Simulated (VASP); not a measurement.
# HfSi31 (a cell with a defect) in VASP: single point with PBE

Aim: the single point of HfSi31 (a cell with a defect) with PBE.

All numbers are computed with VASP 6.6.1; they aren't measurements. Logs are shortened: lines on timing, memory, paths and dates and some standing lists are left out, and cuts for length are marked.

## (1) The cell of the first run

The cell holds a defect, 32 atoms: a = 9.474 Å, b = 9.474 Å, c = 9.474 Å, α = 109.47°, β = 109.47°, γ = 109.47°.

## (2) Single point, PBE

The input, INCAR:

```
PREC = Accurate
ENCUT = 520
EDIFF = 1E-6
ISMEAR = 0
SIGMA = 0.02
LREAL = Auto
LASPH = True
NELM = 60
ALGO = Normal
ISIF = 2
LWAVE = False
LCHARG = True
GGA = PE
LELF = True
LVHAR = True
NBANDS = 89
```

The input, KPOINTS:

```
Automatic mesh
0
Gamma
  2 2 2
  0.5 0.5 0.5
```

The input, POSCAR:

```
HfSi31
1.0
   -5.4700936619      5.4700936619     -5.4700936619
   -5.4700936619     -5.4700936619      5.4700936619
    5.4700936619      5.4700936619      5.4700936619
Hf Si
1 31
Direct
    0.0000000000      0.0000000000      0.2500000000
    0.7474163724      0.2538862350      0.2500000000
    0.7474163724      0.0000000000      0.5038862350
    0.5000000000      0.5000000000      0.2500000000
    0.5064698626      0.2525836276      0.5025836276
    0.5000000000      0.0000000000      0.7500000000
    0.2538862350      0.7474163724      0.2500000000
    0.2525836276      0.5064698626      0.5025836276
    0.2525836276      0.2525836276      0.7564698626
    0.2538862350      0.0000000000     -0.0025836276
    0.0000000000      0.7474163724      0.5038862350
    0.0000000000      0.5000000000      0.7500000000
    0.0000000000      0.2538862350     -0.0025836276
    0.7461137650      0.7461137650      0.7435301374
    0.7461137650      0.4935301374     -0.0038862350
    0.4935301374      0.7461137650     -0.0038862350
    0.7480927351      0.7480927351      0.4969080127
    0.4988152776      0.0000000000      0.5019072649
    0.5011847224      0.7530919873      0.7511847224
    0.2735944985      0.2735944985      0.5235944985
    0.2519072649      0.0000000000      0.7488152776
    0.2469080127      0.7480927351     -0.0019072649
    0.0000000000      0.4988152776      0.5019072649
    0.0000000000      0.2519072649      0.7488152776
    0.0000000000      0.0000000000     -0.0235944985
    0.0000000000      0.7264055015      0.2500000000
    0.7530919873      0.5011847224      0.7511847224
    0.7480927351      0.2469080127     -0.0019072649
    0.7264055015      0.0000000000      0.2500000000
    0.5011847224      0.5011847224      0.0030919873
    0.4988152776      0.2519072649      0.2500000000
    0.2519072649      0.4988152776      0.2500000000
```

Potentials or basis: VASP PAW PBE potentials, release 64 (Hf_pv, Si).

On the command line:

```sh
> cat potpaw_PBE.64/Hf_pv/POTCAR potpaw_PBE.64/Si/POTCAR > POTCAR
> mpirun -np 1 vasp_std > vasp.out
```

OUTCAR:

```text
PREC = Accurate
   ENCUT = 520
   EDIFF = 1E-6
   ISMEAR = 0
   LREAL = Auto
   LASPH = True
   NELM = 60
   ISIF = 2
   GGA = PE

 ion  position               nearest neighbor table
   1  0.000  0.000  0.250-  20 2.59  25 2.59  26 2.59  29 2.59
   2  0.747  0.254  0.250-  29 2.35  31 2.35  28 2.37  23 2.37
   3  0.747  0.000  0.504-  29 2.35  18 2.35  17 2.37  24 2.37
   4  0.500  0.500  0.250-  30 2.35  17 2.35  31 2.35  32 2.35
   5  0.506  0.253  0.503-  20 2.35  27 2.35  18 2.37  31 2.37
   6  0.500  0.000  0.750-  19 2.35  28 2.35  21 2.35  18 2.35
[... 24 lines left out ...]
  31  0.499  0.252  0.250-   4 2.35   2 2.35  10 2.37   5 2.37
  32  0.252  0.499  0.250-   4 2.35   7 2.35  13 2.37   8 2.37

  LATTYP: Found a body centered cubic cell.
 ALAT       =    10.9401873238

  Lattice vectors:

 A1 = (  -5.4700936619,   5.4700936619,  -5.4700936619)
 A2 = (  -5.4700936619,  -5.4700936619,   5.4700936619)
 A3 = (   5.4700936619,   5.4700936619,   5.4700936619)

Analysis of symmetry for initial positions (statically):
=====================================================================
 Subroutine PRICEL returns:
 Original cell was already a primitive cell.

 Routine SETGRP: Setting up the symmetry group for a
 body centered cubic supercell.

 Subroutine GETGRP returns: Found 24 space group operations
 (whereof  6 operations were pure point group operations)
 out of a pool of 48 trial point group operations.

The static configuration has the point symmetry C_3v.
 The point group associated with its full space group is T_d .

Analysis of symmetry for dynamics (positions and initial velocities):
=====================================================================
 Subroutine PRICEL returns:
 Original cell was already a primitive cell.

 Routine SETGRP: Setting up the symmetry group for a
 body centered cubic supercell.

 Subroutine GETGRP returns: Found 24 space group operations
 (whereof  6 operations were pure point group operations)
 out of a pool of 48 trial point group operations.

The dynamic configuration has the point symmetry C_3v.
 The point group associated with its full space group is T_d .

 Subroutine INISYM returns: Found 24 space group operations
 (whereof  6 operations are pure point group operations),
 and found     1 'primitive' translations

----------------------------------------------------------------------------------------

                                     Primitive cell

  volume of cell :     654.7029

  direct lattice vectors                    reciprocal lattice vectors
    -5.470093662  5.470093662 -5.470093662    -0.091406113  0.091406113  0.000000000
    -5.470093662 -5.470093662  5.470093662    -0.091406113  0.000000000  0.091406113
     5.470093662  5.470093662  5.470093662     0.000000000  0.091406113  0.091406113

  length of vectors
     9.474480145  9.474480145  9.474480145     0.129267765  0.129267765  0.129267765

  position of ions in fractional coordinates (direct lattice)
     0.000000000  0.000000000  0.250000000
     0.747416372  0.253886235  0.250000000
     0.747416372  0.000000000  0.503886235
     0.500000000  0.500000000  0.250000000
     0.506469863  0.252583628  0.502583628
     0.500000000  0.000000000  0.750000000
[... 24 lines left out ...]
     0.498815278  0.251907265  0.250000000
     0.251907265  0.498815278  0.250000000

  ion indices of the primitive-cell ions
   primitive index   ion index
                 1           1
                 2           2
                 3           3
                 4           4
                 5           5
                 6           6
[... 24 lines left out ...]
                31          31
                32          32

----------------------------------------------------------------------------------------

 KPOINTS: Automatic mesh

Automatic generation of k-mesh.
 Grid dimensions read from file:
 generate k-points for:    2    2    2

 Generating k-lattice:

  Cartesian coordinates                     Fractional coordinates (reciprocal lattice)
    -0.045703057  0.045703057  0.000000000     0.500000000  0.000000000  0.000000000
    -0.045703057  0.000000000  0.045703057     0.000000000  0.500000000  0.000000000
     0.000000000  0.045703057  0.045703057     0.000000000  0.000000000  0.500000000

  Length of vectors
     0.064633882  0.064633882  0.064633882

  Shift w.r.t. Gamma in fractional coordinates (k-lattice)
     0.500000000  0.500000000  0.500000000

 Subroutine IBZKPT returns following result:
 ===========================================

 Found      2 irreducible k-points:

 Following reciprocal coordinates:
            Coordinates               Weight
  0.250000  0.250000  0.250000      2.000000
 -0.250000  0.250000  0.250000      6.000000
   k-points           NKPTS =      2   k-points in BZ     NKDIM =      2   number of bands    NBANDS=     89
   number of dos      NEDOS =    301   number of ions     NIONS =     32
   total plane-waves  NPLWV = 343000
   dimension x,y,z NGX =    70 NGY =   70 NGZ =   70
   dimension x,y,z NGXF=   140 NGYF=  140 NGZF=  140
   ions per type =               1  31
   NGX,Y,Z   is equivalent  to a cutoff of  12.28, 12.28, 12.28 a.u.
   NGXF,Y,Z  is equivalent  to a cutoff of  24.57, 24.57, 24.57 a.u.
 SYSTEM =  unknown system
   PREC   = accura    normal or accurate (medium, high low for compatibility)
   ISTART =      0    job   : 0-new  1-cont  2-samecut
   ICHARG =      2    charge: 1-file 2-atom 10-const
   ISPIN  =      1    spin polarized calculation?
   LNONCOLLINEAR =      F non collinear calculations
   LSORBIT =      F    spin-orbit coupling
   LASPH  =      T    aspherical Exc in radial PAW
   ENCUT  =  520.0 eV  38.22 Ry    6.18 a.u.  17.62 17.62 17.62*2*pi/ulx,y,z
   NELM   =     60;   NELMIN=  2; NELMDL= -5     # of ELM steps
   EDIFF  = 0.1E-05   stopping-criterion for ELM
   LREAL  =      T    real-space projection
   EDIFFG = 0.1E-04   stopping-criterion for IOM
   NSW    =      0    number of steps for IOM
   IBRION =     -1    ionic relax: 0-MD 1-quasi-New 2-CG
   NFREE  =      0    steps in history (QN), initial steepest desc. (CG)
   ISIF   =      2    stress and relaxation
   ISYM   =      2    0-nonsym 1-usesym 2-fastsym
   POTIM  = 0.5000    time-step for ionic-motion
   TEBEG  =    0.0;   TEEND  =   0.0 temperature during run
   PSTRESS=    0.0 pullay stress
   NELECT =     134.0000    total number of electrons
   NUPDOWN=      -1.0000    fix difference up-down
   EMIN   =  10.00;   EMAX   =-10.00  energy-range for DOS
   EFERMI =   0.00;   METHOD = LEGACY
   ISMEAR =     0;   SIGMA  =   0.02  broadening in eV -4-tet -1-fermi 0-gaus
   EFERMI_NEDOS =   21; number of points for ismear=-14 and -15
   IALGO  =     38    algorithm
   IMIX   =      4    mixing-type and parameters
     AMIX     =   0.40;   BMIX     =  1.00
     AMIX_MAG =   1.60;   BMIX_MAG =  1.00
  volume/ion in A,a.u.               =      20.46       138.07
  Fermi-wavevector in a.u.,A,eV,Ry     =   0.964780  1.823170 12.664312  0.930801
  Thomas-Fermi vector in A             =   2.094441
   LORBIT       =      0    0 simple, 1 ext, 2 COOP (PROOUT), +10 PAW based schemes
   GGA     = PE    functional components
   LHFCALC =     F    Hartree Fock is set to
   AEXX    =    0.0000 exact exchange contribution
   IVDW    =     0    specifies the selected vdW correction
   LEPSILON=     F    determine dielectric tensor
   LRPA    =     F    only Hartree local field effects (RPA)
 non-spin polarized calculation
 Gauss-broadening in eV      SIGMA  =   0.02
  energy-cutoff  :      520.00
  volume of cell :      654.70
 maximum number of plane-waves:     17628
 NGX is ok and might be reduce to    70
   NGX = 35   NGY = 35   NGZ = 35

 number of electron     134.0000003 magnetization

 Free energy of the ion-electron system (eV)
  ---------------------------------------------------
  ext. energy  EPLUGINS =         0.00000000
  ---------------------------------------------------
  free energy    TOTEN  =      -175.53227344 eV

  energy without entropy =     -175.53227344  energy(sigma->0) =     -175.53227344

 E-fermi :   5.3821     XC(G=0):  -9.3963

 val. band max:        5.2288744283   @ k =  -0.2500   0.2500   0.2500
 cond. band min:       6.1721189063   @ k =  -0.2500   0.2500   0.2500
 fundamental gap:      0.9432444780
 Fermi energy:         5.3821103015

 k-point     1 :       0.2500    0.2500    0.2500
  band No.  band energies     occupation
      1     -25.1432      2.00000
      2     -25.1432      2.00000
      3     -25.1432      2.00000
      4      -5.5007      2.00000
      5      -5.5007      2.00000
      6      -5.5007      2.00000
[... 71 lines left out ...]
     78       7.2473      0.00000
     79       7.2635      0.00000

 k-point     2 :      -0.2500    0.2500    0.2500
  band No.  band energies     occupation
      1     -25.1432      2.00000
      2     -25.1432      2.00000
      3     -25.1432      2.00000
      4      -5.9511      2.00000
      5      -5.0033      2.00000
      6      -4.9585      2.00000
[... 71 lines left out ...]
     78       7.8048      0.00000
     79       7.8614      0.00000
 [bands above 79 left out]

------------------------ aborting loop because EDIFF is reached ----------------------------------------

  FORCE on cell =-STRESS in cart. coord.  units (eV):
  Direction    XX          YY          ZZ          XY          YZ          ZX
  --------------------------------------------------------------------------------------
  -------------------------------------------------------------------------------------
  Total        8.1913368      8.1913368      8.1913368     -0.0000000      0.0000000     -0.0000000
  in kB       20.0456934     20.0456934     20.0456934     -0.0000000      0.0000000     -0.0000000
  external PRESSURE =      20.0456934 kB  Pullay stress =       0.0000000 kB

 VOLUME and BASIS-vectors are now :
 -----------------------------------------------------------------------------
  energy-cutoff  :      520.00
  volume of cell :      654.70
      direct lattice vectors                 reciprocal lattice vectors
    -5.470093662  5.470093662 -5.470093662    -0.091406113  0.091406113  0.000000000
    -5.470093662 -5.470093662  5.470093662    -0.091406113  0.000000000  0.091406113
     5.470093662  5.470093662  5.470093662     0.000000000  0.091406113  0.091406113

 POSITION                                       TOTAL-FORCE (eV/Angst)
 -----------------------------------------------------------------------------------
      1.36752      1.36752      1.36752        -0.000000      0.000000     -0.000000
     -4.10970      4.06718     -1.33213         0.020150      0.010189     -0.010189
     -1.33213      6.84474     -1.33213        -0.010189     -0.020150     -0.010189
     -4.10257      1.36752      1.36752        -0.000000      0.000000     -0.000000
     -1.40291      4.13796      1.36040         0.010189     -0.010189      0.020150
      1.36752      6.83762      1.36752        -0.000000      0.000000     -0.000000
[... 24 lines left out ...]
     -2.73900      2.71813      0.01691        -0.021722     -0.011920      0.011920
     -2.73900      0.01691      2.71813        -0.021722      0.011920     -0.011920
 -----------------------------------------------------------------------------------
    total drift:                                0.000000     -0.000000     -0.000000

  FREE ENERGIE OF THE ION-ELECTRON SYSTEM (eV)
  ---------------------------------------------------
  free  energy   TOTEN  =      -175.5322734446 eV

  energy  without entropy=     -175.5322734446  energy(sigma->0) =     -175.53227344
```

It took 7.4 min on 1 thread of Intel Xeon 8259CL, shared host; peak memory 0.69 GiB.

Results:

- Free energy: -175.5323 eV
- Pressure: 2.0 GPa
- Largest force: 0.027 eV/Å
- Band gap on the k mesh: 0.94 eV

Forces on the atoms (eV/Å):
```
Hf   0.000  0.000  0.000
Si   0.020  0.010 -0.010
Si  -0.010 -0.020 -0.010
Si   0.000  0.000  0.000
Si   0.010 -0.010  0.020
Si   0.000  0.000  0.000
Si   0.020 -0.010  0.010
Si   0.010  0.020 -0.010
Si  -0.020 -0.010 -0.010
Si   0.010 -0.020  0.010
Si  -0.010 -0.010 -0.020
Si   0.000  0.000  0.000
Si   0.010  0.010 -0.020
Si  -0.020  0.010  0.010
Si  -0.010  0.020  0.010
Si  -0.010  0.010  0.020
Si   0.022 -0.012 -0.012
Si   0.012  0.022  0.012
Si  -0.012 -0.022  0.012
Si   0.012 -0.012 -0.012
Si  -0.012  0.022 -0.012
Si   0.012 -0.012 -0.022
Si   0.012  0.012  0.022
Si  -0.012 -0.012  0.022
Si   0.012  0.012  0.012
Si  -0.012 -0.012  0.012
Si  -0.012  0.012 -0.022
Si   0.012 -0.022 -0.012
Si  -0.012  0.012 -0.012
Si   0.022  0.012  0.012
Si  -0.022 -0.012  0.012
Si  -0.022  0.012 -0.012
```

Caveat: spin-orbit coupling is left out, which moves the levels of the heavy elements.
